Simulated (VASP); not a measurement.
# C in VASP: notebook

The runs below take C through single point, with PBEsol, LDA.

All numbers are computed with VASP 6.6.1; they aren't measurements. Logs are shortened: lines on timing, memory, paths and dates and some standing lists are left out, and cuts for length are marked.

## 1. The cell of the first run

The cell holds a slab with vacuum, 4 atoms: a = 2.440 Å, b = 2.440 Å, c = 23.972 Å, α = 90.00°, β = 90.00°, γ = 120.00°.

## 2. Single point, PBEsol

Contents of INCAR:

```
ALGO = Normal
EDIFF = 1E-6
ENCUT = 520
GGA = PS
ISIF = 2
ISMEAR = -1
LASPH = T
LCHARG = F
LREAL = F
LWAVE = F
NBANDS = 16
NELM = 100
PREC = Accurate
SIGMA = 0.05
```

Contents of KPOINTS:

```
k-points
0
Gamma
  12 12 2
```

Contents of POSCAR:

```
C
1.0
    2.4397422609      0.0000000000      0.0000000000
   -1.2198711305      2.1128787767      0.0000000000
    0.0000000000      0.0000000000     23.9719824012
C
4
Direct
    0.6666666667      0.3333333333      0.5704754400
    0.3333333333      0.6666666667      0.4295245600
    0.0000000000      0.0000000000      0.4295312300
    0.0000000000      0.0000000000      0.5704687700
```

Potentials or basis: VASP PAW PBE potentials, release 64 (C).

Command:

```console
$ cat potpaw_PBE.64/C/POTCAR > POTCAR
$ mpirun -np 1 vasp_std > vasp.out
```

OUTCAR:

```text
EDIFF = 1E-6
   ENCUT = 520
   GGA = PS
   ISIF = 2
   ISMEAR = -1
   LASPH = T
   LREAL = F
   NELM = 100
   PREC = Accurate

 ion  position               nearest neighbor table
   1  0.667  0.333  0.570-   4 1.41   4 1.41   4 1.41
   2  0.333  0.667  0.430-   3 1.41   3 1.41   3 1.41
   3  0.000  0.000  0.430-   2 1.41   2 1.41   2 1.41
   4  0.000  0.000  0.570-   1 1.41   1 1.41   1 1.41

  LATTYP: Found a hexagonal cell.
 ALAT       =     2.4397422609
 C/A-ratio  =     9.8256208393

  Lattice vectors:

 A1 = (   2.4397422609,   0.0000000000,   0.0000000000)
 A2 = (  -1.2198711305,   2.1128787767,   0.0000000000)
 A3 = (   0.0000000000,   0.0000000000,  23.9719824012)

Analysis of symmetry for initial positions (statically):
=====================================================================
 Subroutine PRICEL returns:
 Original cell was already a primitive cell.

 Routine SETGRP: Setting up the symmetry group for a
 hexagonal supercell.

 Subroutine GETGRP returns: Found 12 space group operations
 (whereof 12 operations were pure point group operations)
 out of a pool of 24 trial point group operations.

The static configuration has the point symmetry D_3d.

Analysis of symmetry for dynamics (positions and initial velocities):
=====================================================================
 Subroutine PRICEL returns:
 Original cell was already a primitive cell.

 Routine SETGRP: Setting up the symmetry group for a
 hexagonal supercell.

 Subroutine GETGRP returns: Found 12 space group operations
 (whereof 12 operations were pure point group operations)
 out of a pool of 24 trial point group operations.

The dynamic configuration has the point symmetry D_3d.

 Subroutine INISYM returns: Found 12 space group operations
 (whereof 12 operations are pure point group operations),
 and found     1 'primitive' translations

----------------------------------------------------------------------------------------

                                     Primitive cell
[... 82 lines left out ...]
   ions per type =               4
   NGX,Y,Z   is equivalent  to a cutoff of  12.27, 12.27, 12.48 a.u.
   NGXF,Y,Z  is equivalent  to a cutoff of  24.53, 24.53, 24.97 a.u.
 SYSTEM =  unknown system
   PREC   = accura    normal or accurate (medium, high low for compatibility)
   ISTART =      0    job   : 0-new  1-cont  2-samecut
   ICHARG =      2    charge: 1-file 2-atom 10-const
   ISPIN  =      1    spin polarized calculation?
   LNONCOLLINEAR =      F non collinear calculations
   LSORBIT =      F    spin-orbit coupling
   LASPH  =      T    aspherical Exc in radial PAW
   ENCUT  =  520.0 eV  38.22 Ry    6.18 a.u.   4.54  4.54 44.57*2*pi/ulx,y,z
   NELM   =    100;   NELMIN=  2; NELMDL= -5     # of ELM steps
   EDIFF  = 0.1E-05   stopping-criterion for ELM
   LREAL  =      F    real-space projection
   EDIFFG = 0.1E-04   stopping-criterion for IOM
   NSW    =      0    number of steps for IOM
   IBRION =     -1    ionic relax: 0-MD 1-quasi-New 2-CG
   NFREE  =      0    steps in history (QN), initial steepest desc. (CG)
   ISIF   =      2    stress and relaxation
   ISYM   =      2    0-nonsym 1-usesym 2-fastsym
   POTIM  = 0.5000    time-step for ionic-motion
   TEBEG  =    0.0;   TEEND  =   0.0 temperature during run
   PSTRESS=    0.0 pullay stress
   NELECT =      16.0000    total number of electrons
   NUPDOWN=      -1.0000    fix difference up-down
   EMIN   =  10.00;   EMAX   =-10.00  energy-range for DOS
   EFERMI =   0.00;   METHOD = LEGACY
   ISMEAR =    -1;   SIGMA  =   0.05  broadening in eV -4-tet -1-fermi 0-gaus
   EFERMI_NEDOS =   21; number of points for ismear=-14 and -15
   IALGO  =     38    algorithm
   IMIX   =      4    mixing-type and parameters
     AMIX     =   0.40;   BMIX     =  1.00
     AMIX_MAG =   1.60;   BMIX_MAG =  1.00
  volume/ion in A,a.u.               =      30.89       208.48
  Fermi-wavevector in a.u.,A,eV,Ry     =   0.828210  1.565091  9.332677  0.685932
  Thomas-Fermi vector in A             =   1.940547
   LORBIT       =      0    0 simple, 1 ext, 2 COOP (PROOUT), +10 PAW based schemes
   GGA     = PS    functional components
   LHFCALC =     F    Hartree Fock is set to
   AEXX    =    0.0000 exact exchange contribution
   IVDW    =     0    specifies the selected vdW correction
   LEPSILON=     F    determine dielectric tensor
   LRPA    =     F    only Hartree local field effects (RPA)
 non-spin polarized calculation
  energy-cutoff  :      520.00
  volume of cell :      123.57
 maximum number of plane-waves:      3382
   NGX =  9   NGY =  9   NGZ = 89

 number of electron      15.9999997 magnetization

 Free energy of the ion-electron system (eV)
  ---------------------------------------------------
  ext. energy  EPLUGINS =         0.00000000
  ---------------------------------------------------
  free energy    TOTEN  =       -38.54389313 eV

  energy without entropy =      -38.54193711  energy(sigma->0) =      -38.54291512

 E-fermi :  -1.7242     XC(G=0):  -3.3185

 val. band max:       -1.7242449351   @ k =   0.3333   0.3333   0.5000
 cond. band min:      -1.3873655459   @ k =   0.3333   0.3333   0.0000
 fundamental gap:      0.3368793891
 Fermi energy:        -1.7241907515

 k-point     1 :       0.0000    0.0000    0.0000
  band No.  band energies     occupation
      1     -21.5215      2.00000
      2     -21.3770      2.00000
      3     -10.0503      2.00000
      4      -9.0940      2.00000
      5      -4.7003      2.00000
      6      -4.7003      2.00000
[... 433 lines left out ...]
      3     -11.4312      2.00000
      4     -11.3682      2.00000
      5      -7.5519      2.00000
      6      -7.5282      2.00000
[... 8 lines left out ...]
     15       6.4153      0.00000
     16       6.8344      0.00000

 [... further k-points ...]
[... 5 lines left out ...]
  --------------------------------------------------------------------------------------
  -------------------------------------------------------------------------------------
  Total        2.4346410      2.4346410      0.0794598     -0.0000000      0.0000000      0.0000000
  in kB       31.5662532     31.5662532      1.0302338     -0.0000000      0.0000000      0.0000000
  external PRESSURE =      21.3875800 kB  Pullay stress =       0.0000000 kB

 VOLUME and BASIS-vectors are now :
 -----------------------------------------------------------------------------
  energy-cutoff  :      520.00
  volume of cell :      123.57
      direct lattice vectors                 reciprocal lattice vectors
     2.439742261  0.000000000  0.000000000     0.409879361  0.236643960  0.000000000
    -1.219871131  2.112878777  0.000000000     0.000000000  0.473287919  0.000000000
     0.000000000  0.000000000 23.971982401     0.000000000  0.000000000  0.041715365

 POSITION                                       TOTAL-FORCE (eV/Angst)
 -----------------------------------------------------------------------------------
      1.21987      0.70429     13.67543         0.000000     -0.000000      0.024312
     -0.00000      1.40859     10.29656        -0.000000      0.000000     -0.024312
      0.00000      0.00000     10.29672         0.000000      0.000000     -0.005486
      0.00000      0.00000     13.67527        -0.000000      0.000000      0.005486
 -----------------------------------------------------------------------------------
    total drift:                               -0.000000      0.000000      0.000000

  FREE ENERGIE OF THE ION-ELECTRON SYSTEM (eV)
  ---------------------------------------------------
  free  energy   TOTEN  =       -38.5438931258 eV

  energy  without entropy=      -38.5419371122  energy(sigma->0) =      -38.54291512
```

Run time: 59 s. Hardware: 1 thread of AMD EPYC 9R45 (Zen 5), shared host; peak memory 0.19 GiB.

Results:

* Free energy: -38.5439 eV
* Largest force: 0.024 eV/Å
* Band gap on the k mesh: zero (filled and empty bands touch)

Forces in eV/Å, atoms in the order of the input:
```
C    0.000  0.000  0.024
C    0.000  0.000 -0.024
C    0.000  0.000 -0.005
C    0.000  0.000  0.005
```

Levels at points of the mesh, in eV from the Fermi level:
| k point | band 4 | band 5 | band 6 | band 7 | band 8 | band 9 | band 10 | band 11 | band 12 | band 13 |
| --- | --- | --- | --- | --- | --- | --- | --- | --- | --- | --- |
| (0.00, 0.00, 0.00) | -7.37 | -2.98 | -2.98 | -2.97 | -2.97 | 3.43 | 3.86 | 4.32 | 5.09 | 5.44 |
| (0.50, 0.00, 0.00) | -13.40 | -6.48 | -6.46 | -2.61 | -2.26 | 1.52 | 1.88 | 7.58 | 7.77 | 11.29 |
| (0.00, 0.00, 0.50) | -7.37 | -2.98 | -2.98 | -2.97 | -2.97 | 3.43 | 3.84 | 4.40 | 4.86 | 5.92 |
| (0.50, 0.00, 0.50) | -13.40 | -6.48 | -6.46 | -2.61 | -2.26 | 1.52 | 1.88 | 7.58 | 7.77 | 11.29 |

Caveat: the PAW data sets were made with another functional, which shifts forces and pressure a little.

## 3. Single point, LDA

This run uses another cell than the first one, of 31.52 Å³/atom, 1.020 times its volume.

Contents of INCAR:

```
SYSTEM = C
PREC = Accurate
ENCUT = 520
EDIFF = 1E-6
ISMEAR = -1
SIGMA = 0.05
LREAL = .FALSE.
LASPH = .TRUE.
NELM = 80
ALGO = Normal
ISIF = 2
LWAVE = .FALSE.
LCHARG = .FALSE.
GGA = CA
NBANDS = 16
```

Contents of KPOINTS:

```
regular mesh
0
G
  12 12 2
  0 0 0
```

Contents of POSCAR:

```
C
1.0
    2.4562275060      0.0000000000      0.0000000000
   -1.2281137530      2.1271554177      0.0000000000
    0.0000000000      0.0000000000     24.1339601687
C
4
Direct
    0.6666666667      0.3333333333      0.5704754400
    0.3333333333      0.6666666667      0.4295245600
    0.0000000000      0.0000000000      0.4295312300
    0.0000000000      0.0000000000      0.5704687700
```

Potentials or basis: VASP PAW LDA potentials, release 64 (C).

Command:

```console
$ cat potpaw_LDA.64/C/POTCAR > POTCAR
$ mpirun -np 1 vasp_std > vasp.out
```

OUTCAR:

```text
SYSTEM = C
   PREC = Accurate
   ENCUT = 520
   EDIFF = 1E-6
   ISMEAR = -1
   LREAL = .FALSE.
   LASPH = .TRUE.
   NELM = 80
   ISIF = 2
   GGA = CA

 ion  position               nearest neighbor table
   1  0.667  0.333  0.570-   4 1.42   4 1.42   4 1.42
   2  0.333  0.667  0.430-   3 1.42   3 1.42   3 1.42
   3  0.000  0.000  0.430-   2 1.42   2 1.42   2 1.42
   4  0.000  0.000  0.570-   1 1.42   1 1.42   1 1.42

  LATTYP: Found a hexagonal cell.
 ALAT       =     2.4562275060
 C/A-ratio  =     9.8256208392

  Lattice vectors:

 A1 = (   2.4562275060,   0.0000000000,   0.0000000000)
 A2 = (  -1.2281137530,   2.1271554177,   0.0000000000)
 A3 = (   0.0000000000,   0.0000000000,  24.1339601687)

Analysis of symmetry for initial positions (statically):
=====================================================================
 Subroutine PRICEL returns:
 Original cell was already a primitive cell.

 Routine SETGRP: Setting up the symmetry group for a
 hexagonal supercell.

 Subroutine GETGRP returns: Found 12 space group operations
 (whereof 12 operations were pure point group operations)
 out of a pool of 24 trial point group operations.

The static configuration has the point symmetry D_3d.

Analysis of symmetry for dynamics (positions and initial velocities):
=====================================================================
 Subroutine PRICEL returns:
 Original cell was already a primitive cell.

 Routine SETGRP: Setting up the symmetry group for a
 hexagonal supercell.

 Subroutine GETGRP returns: Found 12 space group operations
 (whereof 12 operations were pure point group operations)
 out of a pool of 24 trial point group operations.

The dynamic configuration has the point symmetry D_3d.
[... 112 lines left out ...]
   TEBEG  =    0.0;   TEEND  =   0.0 temperature during run
   PSTRESS=    0.0 pullay stress
   NELECT =      16.0000    total number of electrons
   NUPDOWN=      -1.0000    fix difference up-down
   EMIN   =  10.00;   EMAX   =-10.00  energy-range for DOS
   EFERMI =   0.00;   METHOD = LEGACY
   ISMEAR =    -1;   SIGMA  =   0.05  broadening in eV -4-tet -1-fermi 0-gaus
   EFERMI_NEDOS =   21; number of points for ismear=-14 and -15
   IALGO  =     38    algorithm
   IMIX   =      4    mixing-type and parameters
     AMIX     =   0.40;   BMIX     =  1.00
     AMIX_MAG =   1.60;   BMIX_MAG =  1.00
  volume/ion in A,a.u.               =      31.52       212.73
  Fermi-wavevector in a.u.,A,eV,Ry     =   0.822652  1.554586  9.207823  0.676756
  Thomas-Fermi vector in A             =   1.934024
   LORBIT       =      0    0 simple, 1 ext, 2 COOP (PROOUT), +10 PAW based schemes
   GGA     = CA    functional components
   LHFCALC =     F    Hartree Fock is set to
   AEXX    =    0.0000 exact exchange contribution
   IVDW    =     0    specifies the selected vdW correction
   LEPSILON=     F    determine dielectric tensor
   LRPA    =     F    only Hartree local field effects (RPA)
 non-spin polarized calculation
  energy-cutoff  :      520.00
  volume of cell :      126.09
 maximum number of plane-waves:      3452
   NGX =  9   NGY =  9   NGZ = 89

 number of electron      15.9999996 magnetization

 Free energy of the ion-electron system (eV)
  ---------------------------------------------------
  ext. energy  EPLUGINS =         0.00000000
  ---------------------------------------------------
  free energy    TOTEN  =       -40.39087837 eV

  energy without entropy =      -40.38891905  energy(sigma->0) =      -40.38989871

 E-fermi :  -1.9887     XC(G=0):  -3.3586

 val. band max:       -1.9887820370   @ k =   0.3333   0.3333   0.5000
 cond. band min:      -1.6588662855   @ k =   0.3333   0.3333   0.0000
 fundamental gap:      0.3299157515
 Fermi energy:        -1.9887282964

 k-point     1 :       0.0000    0.0000    0.0000
  band No.  band energies     occupation
      1     -21.4347      2.00000
      2     -21.2909      2.00000
      3     -10.1647      2.00000
      4      -9.2138      2.00000
      5      -5.0043      2.00000
      6      -5.0043      2.00000
[... 433 lines left out ...]
      3     -11.5509      2.00000
      4     -11.4892      2.00000
      5      -7.7787      2.00000
      6      -7.7557      2.00000
[... 8 lines left out ...]
     15       6.3604      0.00000
     16       6.7205      0.00000

 [... further k-points ...]
[... 5 lines left out ...]
  --------------------------------------------------------------------------------------
  -------------------------------------------------------------------------------------
  Total       -0.9994801     -0.9994801     -0.1157069      0.0000000      0.0000000     -0.0000000
  in kB      -12.6995498    -12.6995498     -1.4701897      0.0000000      0.0000000     -0.0000000
  external PRESSURE =      -8.9564297 kB  Pullay stress =       0.0000000 kB

 VOLUME and BASIS-vectors are now :
 -----------------------------------------------------------------------------
  energy-cutoff  :      520.00
  volume of cell :      126.09
      direct lattice vectors                 reciprocal lattice vectors
     2.456227506  0.000000000  0.000000000     0.407128410  0.235055697  0.000000000
    -1.228113753  2.127155418  0.000000000     0.000000000  0.470111395  0.000000000
     0.000000000  0.000000000 24.133960169     0.000000000  0.000000000  0.041435388

 POSITION                                       TOTAL-FORCE (eV/Angst)
 -----------------------------------------------------------------------------------
      1.22811      0.70905     13.76783        -0.000000      0.000000     -0.002824
     -0.00000      1.41810     10.36613         0.000000      0.000000      0.002824
      0.00000      0.00000     10.36629        -0.000000      0.000000      0.023101
      0.00000      0.00000     13.76767         0.000000     -0.000000     -0.023101
 -----------------------------------------------------------------------------------
    total drift:                               -0.000000      0.000000      0.000000

  FREE ENERGIE OF THE ION-ELECTRON SYSTEM (eV)
  ---------------------------------------------------
  free  energy   TOTEN  =       -40.3908783741 eV

  energy  without entropy=      -40.3889190548  energy(sigma->0) =      -40.38989871
```

OSZICAR:

```text
N       E                     dE             d eps       ncg     rms          rms(c)
DAV:   1     0.104708474253E+03    0.10471E+03   -0.63782E+03  1232   0.780E+02
DAV:   2    -0.318776097810E+02   -0.13659E+03   -0.12063E+03  1744   0.186E+02
DAV:   3    -0.430423882914E+02   -0.11165E+02   -0.11058E+02  1624   0.600E+01
[... 12 lines left out ...]
DAV:  16    -0.403908515245E+02   -0.60247E-04   -0.16857E-06  1496   0.449E-03    0.282E-03
DAV:  17    -0.403908687462E+02   -0.17222E-04   -0.42552E-07  1272   0.230E-03    0.101E-03
DAV:  18    -0.403908770385E+02   -0.82923E-05   -0.29036E-07  1056   0.164E-03    0.811E-04
DAV:  19    -0.403908780704E+02   -0.10319E-05   -0.30767E-08  1120   0.754E-04    0.163E-04
DAV:  20    -0.403908783741E+02   -0.30370E-06   -0.42656E-09  1232   0.288E-04
   1 F= -.40390878E+02 E0= -.40389899E+02  d E =-.195932E-02
```

Run time: 73 s. Hardware: 1 thread of AMD EPYC 9R45 (Zen 5), shared host; peak memory 0.17 GiB.

Results:

| Property | Result |
| --- | --- |
| Free energy | -40.3909 eV |
| Largest force | 0.023 eV/Å |
| Band gap on the k mesh | zero (filled and empty bands touch) |

Forces on the atoms (eV/Å):
```
C    0.000  0.000 -0.003
C    0.000  0.000  0.003
C    0.000  0.000  0.023
C    0.000  0.000 -0.023
```

Levels at points of the mesh, in eV from the Fermi level:
```
           k point  band 4  band 5  band 6  band 7  band 8  band 9  band 10  band 11  band 12  band 13
(0.00, 0.00, 0.00)   -7.23   -3.02   -3.02   -3.01   -3.01    3.46     4.01     4.60     5.31     5.60
(0.50, 0.00, 0.00)  -13.18   -6.43   -6.41   -2.56   -2.22    1.49     1.84     7.49     7.68    11.14
(0.00, 0.00, 0.50)   -7.23   -3.02   -3.02   -3.01   -3.01    3.47     4.00     4.67     5.08     6.11
(0.50, 0.00, 0.50)  -13.18   -6.43   -6.41   -2.56   -2.22    1.49     1.84     7.49     7.68    11.14
```
